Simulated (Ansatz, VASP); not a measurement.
**PbS in VASP and in Ansatz**

POSCAR

```
PbS
1.0
    4.1234513036      0.0000000000      0.0000000000
   -2.0617256518      3.5710135802      0.0000000000
    0.0000000000      0.0000000000      7.3337316306
Pb S
2 2
Direct
    0.0000000000      0.0000000000      0.0000000000
    0.0000000000      0.0000000000      0.5000000000
    0.3333333333      0.6666666667      0.2500000000
    0.6666666667      0.3333333333      0.7500000000
```

Contents of INCAR.step1:

```
ALGO = Normal
EDIFF = 1E-4
ENCUT = 520
GGA = PE
ISMEAR = -1
LASPH = True
LCHARG = False
LREAL = False
LWAVE = True
NBANDS = 28
NELM = 100
PREC = Accurate
SIGMA = 0.02
```

INCAR.step2

```
ALGO = Normal
EDIFF = 1E-7
ENCUT = 520
ISIF = 2
ISMEAR = -1
ISTART = 1
LASPH = True
LCHARG = False
LMIXTAU = True
LREAL = False
LWAVE = False
METAGGA = R2SCAN
NBANDS = 28
NELM = 100
PREC = Accurate
SIGMA = 0.02
```

KPOINTS

```
k-points
0
Gamma
  12 12 4
```

Input for Ansatz:

```yaml
crystal:
  lattice:
    - [4.1234513036, 0.0, 0.0]
    - [-2.0617256518, 3.5710135802, 0.0]
    - [0.0, 0.0, 7.3337316306]
  atoms:
    - { symbol: Pb, position: [0.0, 0.0, 0.0] }
    - { symbol: Pb, position: [0.0, 0.0, 0.5] }
    - { symbol: S, position: [0.3333333333, 0.6666666667, 0.25] }
    - { symbol: S, position: [0.6666666667, 0.3333333333, 0.75] }
kpoints:
  mp_grid: { grid: [12, 12, 4] }
  band_path:
    path:
      - [0.0, 0.0, 0.0]
      - [0.5, 0.0, 0.0]
      - [0.3333333333, 0.3333333333, 0.0]
      - [0.0, 0.0, 0.5]
      - [0.5, 0.0, 0.5]
      - [0.3333333333, 0.3333333333, 0.5]
    npoints: 1
hamiltonian:
  xc: r2scan
scf:
  occupations: { method: fermi_dirac, width: 0.02 }
  n_extra_bands: 5
output:
  forces: true
  stress: true
  eigenvalues: true
```

Alike in both runs: task single point; functional r2SCAN; k mesh 12 × 12 × 4; occupations fermi-dirac, width 0.02 eV; no spin polarisation.

```csv
,VASP,Ansatz
version,VASP 6.6.1,Ansatz 0.2.0
potentials or method,"VASP PAW PBE potentials, release 64 (Pb_d, S)","plane waves, PAW"
plane-wave cutoff (eV),520,500
valence electrons in the cell,40,40
```

|  | VASP | Ansatz | Ansatz less VASP |
| --- | --- | --- | --- |
| pressure (GPa) | 0.0 | 0.0 | +0.02 |

VASP's potentials were made for PBE, not for r2SCAN. The functional is the same, so the differences come from potentials, cutoffs and numerics.

Neither program's run includes spin-orbit coupling.
